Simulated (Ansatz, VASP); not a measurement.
**Two plane-wave programs on Al**

```
Al
1.0
     0.00000    1.99669    1.99669
     1.99669    0.00000    1.99669
     1.99669    1.99669    0.00000
Al
1
Direct
  0.00000 0.00000 0.00000
```

Alike in both runs: task single point; functional r2SCAN; k mesh 14 × 14 × 14; occupations fermi-dirac, width 1 eV; no spin polarisation.

|  | VASP | Ansatz |
| --- | --- | --- |
| version | VASP 6.6.1 | Ansatz 0.2.0 |
| potentials or method | VASP PAW PBE potentials, release 64 (Al), cutoff 520 eV | plane waves (500 eV) with PAW, scalar-relativistic |
| valence electrons in the cell | 3 | 3 |

```tsv
	VASP	Ansatz	Ansatz less VASP
pressure (GPa)	3.8	4.2	+0.32
```

VASP's potentials were made for PBE, not for r2SCAN.
